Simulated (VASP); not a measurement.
# GaSn4S3 (Pm-3m) in VASP: notebook, part 2 of 2

VASP 6.6.1. Earlier steps stand in the parts before.

**5. Single point, PBE**

Input file INCAR:

```
SYSTEM = GaSn4S3
PREC = Accurate ; ENCUT = 520
EDIFF = 1E-6 ; ISMEAR = 0
SIGMA = 0.1 ; LREAL = .False.
LASPH = .True. ; NELM = 100
ALGO = Normal ; ISIF = 2
LWAVE = .False. ; LCHARG = .False.
GGA = PE ; NBANDS = 54
```

Input file KPOINTS:

```
regular mesh
0
Gamma
  6 6 6
  0 0 0
```

Input file POSCAR:

```
GaSn4S3
1.0
    5.7919478531      0.0000000000      0.0000000000
    0.0000000000      5.7919478531      0.0000000000
    0.0000000000      0.0000000000      5.7919478531
Ga Sn S
1 4 3
Direct
    0.0000000000      0.0000000000      0.0000000000
    0.5000000000      0.0000000000      0.0000000000
    0.5000000000      0.5000000000      0.5000000000
    0.0000000000      0.5000000000      0.0000000000
    0.0000000000      0.0000000000      0.5000000000
    0.5000000000      0.0000000000      0.5000000000
    0.5000000000      0.5000000000      0.0000000000
    0.0000000000      0.5000000000      0.5000000000
```

Run with:

```bash
cat potpaw_PBE.64/Ga_d/POTCAR potpaw_PBE.64/Sn_d/POTCAR potpaw_PBE.64/S/POTCAR > POTCAR
mpirun -np 1 vasp_std > vasp.out
```

Wall time 2.8 min (1 thread of Intel Xeon Platinum 8375C at 2.90GHz (Ice Lake), shared host); peak memory 0.42 GiB.

The run converged. Its results:

| Item | Value |
| --- | --- |
| Free energy | -32.9371 eV |
| Pressure | 0.0 GPa |

Levels at points of the mesh, in eV from the Fermi level:
| k point | band 41 | band 42 | band 43 | band 44 | band 45 | band 46 | band 47 | band 48 |
| --- | --- | --- | --- | --- | --- | --- | --- | --- |
| (0.00, 0.00, 0.00) | -3.66 | -1.80 | -1.21 | -1.21 | -1.21 | 2.83 | 2.83 | 2.83 |
| (0.50, 0.00, 0.00) | -1.85 | -1.78 | -1.78 | -1.32 | 0.65 | 1.48 | 1.62 | 3.61 |
| (0.50, 0.50, 0.00) | -1.89 | -0.89 | -0.73 | 0.13 | 0.13 | 0.97 | 1.50 | 1.50 |
| (0.50, 0.50, 0.50) | -0.98 | -0.24 | -0.24 | -0.24 | 0.34 | 1.18 | 1.18 | 1.18 |

Caveat: spin-orbit coupling is left out, which moves the levels of the heavy elements.

**6. Relaxation of cell and atoms, PBE**

This run uses another cell than the first one, of 24.01 Å³/atom, 0.989 times its volume.

Input file INCAR:

```
SYSTEM = GaSn4S3
PREC = Accurate
ENCUT = 600
EDIFF = 1E-6
ISMEAR = 0
SIGMA = 0.1
LREAL = .False.
LASPH = .True.
NELM = 60
ALGO = Normal
ISIF = 3
LWAVE = .False.
LCHARG = .False.
GGA = PE
IBRION = 2
NSW = 100
EDIFFG = -0.01
```

KPOINTS is that of step 5.

POSCAR, as its differences from that of step 5:

```diff
@@ -2,5 +2,5 @@
 1.0
-    5.7919478531      0.0000000000      0.0000000000
-    0.0000000000      5.7919478531      0.0000000000
-    0.0000000000      0.0000000000      5.7919478531
+    5.7700000000      0.0000000000      0.0000000000
+    0.0000000000      5.7700000000      0.0000000000
+    0.0000000000      0.0000000000      5.7700000000
 Ga Sn S
```

Potentials or basis: VASP PAW PBE potentials, release 64 (Ga_d, Sn_d, S).

Run with:

```bash
cat potpaw_PBE.64/Ga_d/POTCAR potpaw_PBE.64/Sn_d/POTCAR potpaw_PBE.64/S/POTCAR > POTCAR
mpirun -np 1 vasp_std > vasp.out
```

OUTCAR:

```text
SYSTEM = GaSn4S3
   PREC = Accurate
   ENCUT = 600
   EDIFF = 1E-6
   ISMEAR = 0
   LREAL = .False.
   LASPH = .True.
   NELM = 60
   ISIF = 3
   GGA = PE
   IBRION = 2
   NSW = 100
   EDIFFG = -0.01

 ion  position               nearest neighbor table
   1  0.000  0.000  0.000-   2 2.88   4 2.88   5 2.88   5 2.88   4 2.88   2 2.88
   2  0.500  0.000  0.000-   1 2.88   6 2.88   7 2.88   6 2.88   7 2.88   1 2.88
   3  0.500  0.500  0.500-   6 2.88   7 2.88   8 2.88   7 2.88   6 2.88   8 2.88
   4  0.000  0.500  0.000-   1 2.88   7 2.88   8 2.88   8 2.88   1 2.88   7 2.88
   5  0.000  0.000  0.500-   1 2.88   6 2.88   8 2.88   1 2.88   8 2.88   6 2.88
   6  0.500  0.000  0.500-   2 2.88   3 2.88   5 2.88   2 2.88   3 2.88   5 2.88
   7  0.500  0.500  0.000-   2 2.88   3 2.88   4 2.88   3 2.88   2 2.88   4 2.88
   8  0.000  0.500  0.500-   3 2.88   4 2.88   5 2.88   4 2.88   5 2.88   3 2.88

  LATTYP: Found a simple cubic cell.
 ALAT       =     5.7700000000

  Lattice vectors:

 A1 = (   5.7700000000,   0.0000000000,   0.0000000000)
 A2 = (   0.0000000000,   5.7700000000,   0.0000000000)
 A3 = (   0.0000000000,   0.0000000000,   5.7700000000)

Analysis of symmetry for initial positions (statically):
=====================================================================
 Subroutine PRICEL returns:
 Original cell was already a primitive cell.

 Routine SETGRP: Setting up the symmetry group for a
 simple cubic supercell.

 Subroutine GETGRP returns: Found 48 space group operations
 (whereof 48 operations were pure point group operations)
 out of a pool of 48 trial point group operations.

The static configuration has the point symmetry O_h .

Analysis of symmetry for dynamics (positions and initial velocities):
=====================================================================
 Subroutine PRICEL returns:
 Original cell was already a primitive cell.

 Routine SETGRP: Setting up the symmetry group for a
 simple cubic supercell.

 Subroutine GETGRP returns: Found 48 space group operations
 (whereof 48 operations were pure point group operations)
 out of a pool of 48 trial point group operations.

The dynamic configuration has the point symmetry O_h .

 Subroutine INISYM returns: Found 48 space group operations
 (whereof 48 operations are pure point group operations),
 and found     1 'primitive' translations

[... 109 lines left out ...]
   POTIM  = 0.5000    time-step for ionic-motion
   TEBEG  =    0.0;   TEEND  =   0.0 temperature during run
   PSTRESS=    0.0 pullay stress
   NELECT =      87.0000    total number of electrons
   NUPDOWN=      -1.0000    fix difference up-down
   EMIN   =  10.00;   EMAX   =-10.00  energy-range for DOS
   EFERMI =   0.00;   METHOD = LEGACY
   ISMEAR =     0;   SIGMA  =   0.10  broadening in eV -4-tet -1-fermi 0-gaus
   EFERMI_NEDOS =   21; number of points for ismear=-14 and -15
   IALGO  =     38    algorithm
   IMIX   =      4    mixing-type and parameters
     AMIX     =   0.40;   BMIX     =  1.00
     AMIX_MAG =   1.60;   BMIX_MAG =  1.00
  volume/ion in A,a.u.               =      24.01       162.04
  Fermi-wavevector in a.u.,A,eV,Ry     =   1.257203  2.375769 21.504819  1.580560
  Thomas-Fermi vector in A             =   2.390874
   LORBIT       =      0    0 simple, 1 ext, 2 COOP (PROOUT), +10 PAW based schemes
   GGA     = PE    functional components
   LHFCALC =     F    Hartree Fock is set to
   AEXX    =    0.0000 exact exchange contribution
   IVDW    =     0    specifies the selected vdW correction
   LEPSILON=     F    determine dielectric tensor
   LRPA    =     F    only Hartree local field effects (RPA)
 conjugate gradient relaxation of ions
 non-spin polarized calculation
 Gauss-broadening in eV      SIGMA  =   0.10
  energy-cutoff  :      600.00
  volume of cell :      192.10
 maximum number of plane-waves:      6488
 NGX is ok and might be reduce to    48
   NGX = 23   NGY = 23   NGZ = 23

--------------------------------------- Ionic step        1  -------------------------------------------

 number of electron      87.0000036 magnetization

 Free energy of the ion-electron system (eV)
  ---------------------------------------------------
  ext. energy  EPLUGINS =         0.00000000
  ---------------------------------------------------
  free energy    TOTEN  =       -32.93343686 eV

  energy without entropy =      -32.92289141  energy(sigma->0) =      -32.92816413

 E-fermi :   6.9635     XC(G=0): -10.0109

 val. band max:        6.9314136533   @ k =   0.3333   0.3333   0.3333
 cond. band min:       6.9959359729   @ k =   0.1667   0.0000   0.0000
 fundamental gap:      0.0645223196
 Fermi energy:         6.9634579016

 k-point     1 :       0.0000    0.0000    0.0000
  band No.  band energies     occupation
      1     -15.0311      2.00000
      2     -15.0311      2.00000
      3     -15.0100      2.00000
      4     -15.0100      2.00000
      5     -15.0100      2.00000
      6     -14.9789      2.00000
[... 1172 lines left out ...]
--------------------------------------- Ionic step        3  -------------------------------------------

 number of electron      87.0000032 magnetization

 Free energy of the ion-electron system (eV)
  ---------------------------------------------------
  ext. energy  EPLUGINS =         0.00000000
  ---------------------------------------------------
  free energy    TOTEN  =       -32.93748452 eV

  energy without entropy =      -32.92686549  energy(sigma->0) =      -32.93217501

 E-fermi :   6.8313     XC(G=0):  -9.9578

 val. band max:        6.8045066097   @ k =   0.3333   0.3333   0.3333
 cond. band min:       6.8394424184   @ k =   0.1667   0.0000   0.0000
 fundamental gap:      0.0349358087
 Fermi energy:         6.8312668106

 k-point     1 :       0.0000    0.0000    0.0000
  band No.  band energies     occupation
      1     -15.1616      2.00000
      2     -15.1616      2.00000
      3     -15.1433      2.00000
      4     -15.1433      2.00000
      5     -15.1433      2.00000
      6     -15.1087      2.00000
[... 1124 lines left out ...]
  FREE ENERGIE OF THE ION-ELECTRON SYSTEM (eV)
  ---------------------------------------------------
  free  energy   TOTEN  =       -32.9374845227 eV

  energy  without entropy=      -32.9268654904  energy(sigma->0) =      -32.93217501

 reached required accuracy - stopping structural energy minimisation
```

It took 18 min on 1 thread of Oxide Virtual Turin-like, shared host; peak memory 0.44 GiB.

What came out:

```yaml
Free_energy: -32.9375 eV
Relaxed_volume: 24.28 Å³/atom
Relaxed_cell: a = 5.792 Å, b = 5.792 Å, c = 5.792 Å, α = 90.00°, β = 90.00°, γ = 90.00°
Space_group_after_relaxing_to_0.05_Å: Pm-3m (No. 221)
Energy_gained_by_relaxing: 0.5 meV/atom
Ionic_steps: 3
Pressure_after_relaxing: 0.1 GPa
```

Step by step:
| step | energy change (eV) | largest force (eV/Å) | pressure (GPa) | volume (Å³) |
| --- | --- | --- | --- | --- |
| 1 | 0.0000 | 0.0000 | 0.61 | 192.10 |
| 2 | -0.0039 | 0.0000 | -0.10 | 194.67 |
| 3 | -0.0040 | 0.0000 | 0.06 | 194.28 |

Final structure:
```cif
data_structure
_symmetry_space_group_name_H-M 'P 1'
_symmetry_Int_Tables_number 1
_cell_length_a 5.7917
_cell_length_b 5.7917
_cell_length_c 5.7917
_cell_angle_alpha 90.000
_cell_angle_beta 90.000
_cell_angle_gamma 90.000
_cell_volume 194.28
loop_
_atom_site_label
_atom_site_type_symbol
_atom_site_fract_x
_atom_site_fract_y
_atom_site_fract_z
_atom_site_occupancy
Ga1 Ga 0.00000 0.00000 0.00000 1
Sn1 Sn 0.50000 0.00000 0.00000 1
Sn2 Sn 0.50000 0.50000 0.50000 1
Sn3 Sn 0.00000 0.50000 0.00000 1
Sn4 Sn 0.00000 0.00000 0.50000 1
S1 S 0.50000 0.00000 0.50000 1
S2 S 0.50000 0.50000 0.00000 1
S3 S 0.00000 0.50000 0.50000 1
```

Levels at points of the mesh, in eV from the Fermi level:
| k point | band 42 | band 43 | band 44 | band 45 | band 46 | band 47 |
| --- | --- | --- | --- | --- | --- | --- |
| (0.00, 0.00, 0.00) | -1.80 | -1.21 | -1.21 | -1.21 | 2.83 | 2.83 |
| (0.50, 0.00, 0.00) | -1.78 | -1.78 | -1.32 | 0.65 | 1.48 | 1.62 |
| (0.50, 0.50, 0.00) | -0.89 | -0.73 | 0.13 | 0.13 | 0.97 | 1.50 |
| (0.50, 0.50, 0.50) | -0.24 | -0.24 | -0.24 | 0.34 | 1.18 | 1.18 |

Caveat: spin-orbit coupling is left out, which moves the levels of the heavy elements.

**7. Overview**

```csv
task,cell,k mesh,cutoff (eV),smearing,gap on the mesh (eV),pressure (GPa),relaxed volume (Å³/atom)
single point,"a = 5.792 Å, 8 atoms",4 × 4 × 4,520,gaussian 0.2 eV,none,-0.1,-
relaxation of cell and atoms,"relaxed from a = 5.770 Å, 8 atoms",3 × 3 × 3,600,gaussian 0.2 eV,none,0.0,-
relaxation of cell and atoms,"relaxed from a = 5.948 Å, 8 atoms",3 × 3 × 3,600,gaussian 0.2 eV,none,0.5,24.17
single point,"a = 5.792 Å, 8 atoms",6 × 6 × 6,520,gaussian 0.1 eV,none,0.0,-
relaxation of cell and atoms,"relaxed from a = 5.770 Å, 8 atoms",6 × 6 × 6,600,gaussian 0.1 eV,none,0.1,24.28
```

Alike in all rows: level PBE; potentials or basis VASP PAW PBE potentials, release 64 (Ga_d, Sn_d, S); no spin polarisation.

Caveats: some runs use coarse meshes; spin-orbit coupling is left out, which moves the levels of the heavy elements; the relaxation stopped at its first step, so nothing moved (some runs).

Absolute energies hang on the potentials; compare differences alone.
